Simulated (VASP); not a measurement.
A run of VASP 6.6.1 is set up as follows.

File INCAR:

```
PREC = Accurate
ENCUT = 520
EDIFF = 1E-6
ISMEAR = 0
SIGMA = 0.1
LREAL = F
LASPH = T
NELM = 100
ALGO = Normal
ISIF = 2
LWAVE = F
LCHARG = F
GGA = CA
NBANDS = 35
```

KPOINTS

```
regular mesh
0
Gamma
  6 6 6
```

The input POSCAR:

```
SnO2
1.0
   -2.0000686112      2.0000686112      5.1236788559
    2.0000686112     -2.0000686112      5.1236788559
    2.0000686112      2.0000686112     -5.1236788559
Sn O
2 4
Direct
    0.7500000000      0.2500000000      0.5000000000
    0.0000000000      0.0000000000      0.0000000000
    0.7965225900      0.7965225900      0.0000000000
    0.9534774100      0.4534774100      0.5000000000
    0.2034774100      0.2034774100      0.0000000000
    0.5465225900      0.0465225900      0.5000000000
```

Potentials or basis: VASP PAW LDA potentials, release 64 (Sn_d, O).

Command:

```sh
$ cat potpaw_LDA.64/Sn_d/POTCAR potpaw_LDA.64/O/POTCAR > POTCAR
$ mpirun -np 1 vasp_std > vasp.out
```

(1) Estimate the pressure.

(2) What does it give for the band gap on the k mesh?

Results:

(1) -3.0 GPa.

(2) 1.53 eV (least direct gap 1.91 eV).

Caveat: the cell stands under tension; spin-orbit coupling is left out, which moves the levels of the heavy elements.
